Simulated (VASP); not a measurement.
Wanted: the native input for a VASP 6.6.1 run.

```
Task                   : single point
Functional             : PBE
Potentials or basis    : VASP PAW PBE potentials, release 64 (Cs_sv, In_d, O)
Cutoff                 : 520 eV
k mesh                 : 8 × 4 × 4
Occupations            : gaussian, width 0.01 eV
Spin                   : no spin polarisation
Dipole correction      : no
Further INCAR settings : ALGO = Normal; EDIFF = 1e-07; NBANDS = 35
```

The structure of Cs3InO2 lies in POSCAR:

```
Cs3InO2
1.0
    3.7480392222      0.0000000000      0.0000000000
    0.0000000000      5.3452190087      5.5311543140
    0.0000000000     -5.3452190087      5.5311543140
Cs In O
3 1 2
Direct
    0.5000000000      0.8079911055      0.8079911055
    0.0000000000      0.3108647006      0.6442082433
    0.0000000000      0.6442082433      0.3108647006
    0.5000000000      0.1429891014      0.1429891014
    0.0000000000      0.0289035939      0.0289035939
    0.5000000000      0.5650432352      0.5650432352
```

The input as run:

INCAR

```
SYSTEM = Cs3InO2
PREC = Accurate
ENCUT = 520
EDIFF = 1E-7
ISMEAR = 0
SIGMA = 0.01
LREAL = .FALSE.
LASPH = .TRUE.
NELM = 60
ALGO = Normal
ISIF = 2
LWAVE = .FALSE.
LCHARG = .FALSE.
GGA = PE
NBANDS = 35
```

KPOINTS

```
Automatic mesh
0
G
  8 4 4
  0 0 0
```

Potentials or basis: VASP PAW PBE potentials, release 64 (Cs_sv, In_d, O).

The run is started by

```console
$ cat potpaw_PBE.64/Cs_sv/POTCAR potpaw_PBE.64/In_d/POTCAR potpaw_PBE.64/O/POTCAR > POTCAR
$ mpirun -np 1 vasp_std > vasp.out
```

It gave:

```json
{
  "Pressure": "0.2 GPa",
  "Largest force": "0.058 eV/Å",
  "Band gap on the k mesh": "0.96 eV (least direct gap 1.11 eV)"
}
```

Caveat: spin-orbit coupling is left out, which moves the levels of the heavy elements.

Wall time 4.1 min on 1 thread of Intel(R) Xeon(R) Platinum 8375C CPU @ 2.90GHz (Ice Lake), with other jobs on the host, peak memory 0.44 GiB.
